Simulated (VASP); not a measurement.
**AlN: single point with PBE**

The system is AlN.

```
Al N
1.0
     0.00000    2.20159    2.20159
     2.20159    0.00000    2.20159
     2.20159    2.20159    0.00000
Al N
1 1
Cartesian
  -0.0260 0.0000 0.0000
  3.3524 3.3024 3.3024
```

This cell differs from its parent crystal: mode 4 (634.6 1/cm) frozen in, largest displacement +0.050 Å.

```yaml
Program: VASP 6.6.1
Task: single point
Functional: PBE
Potentials_or_basis: VASP PAW PBE potentials, release 64 (Al, N)
Cutoff: 600 eV
k_mesh: 10 × 10 × 10
Occupations: gaussian, width 0.05 eV
Spin: no spin polarisation
Dipole_correction: no
Further_INCAR_settings: ALGO = Normal; EDIFF = 1e-06; NBANDS = 11
```

```
Pressure               : 0.3 GPa
Largest force          : 1.035 eV/Å
Band gap on the k mesh : 3.11 eV, indirect (least direct gap 3.78 eV)
```

Forces in eV/Å, atoms in the order of the input:
```
Al   1.035  0.000  0.000
N   -1.035  0.000  0.000
```

Stress tensor (GPa, compression positive):
```
-0.41  0.00  0.00
 0.00  0.60  4.61
 0.00  4.61  0.60
```

Levels at points of the mesh, in eV from the valence-band top:
```tsv
k point	band 1	band 2	band 3	band 4	band 5	band 6	band 7	band 8	band 9
(0.00, 0.00, 0.00)	-15.04	-0.40	-0.19	0.00	3.78	12.10	12.14	12.16	17.26
(0.50, 0.00, 0.00)	-13.05	-6.01	-0.72	-0.50	6.92	9.45	10.73	10.95	17.45
(0.00, 0.50, 0.00)	-13.07	-5.88	-0.86	-0.61	6.99	9.53	10.69	10.87	17.42
(0.50, 0.50, 0.00)	-12.45	-5.03	-1.94	-1.93	3.11	8.24	13.41	15.26	15.28
(0.00, 0.50, 0.50)	-12.45	-5.02	-2.09	-1.81	3.12	8.28	13.41	15.21	15.26
```

It took 35 s on 1 thread of Intel Xeon 6975P-C (shared host), peak memory 0.19 GiB.

Caveat: the cell differs from its parent crystal (mode 4 (634.6 1/cm) frozen in, largest displacement +0.050 Å); forces of over 1 eV/Å act on the atoms, so gaps and moduli don't describe the material at rest. A k mesh can miss the band edges.
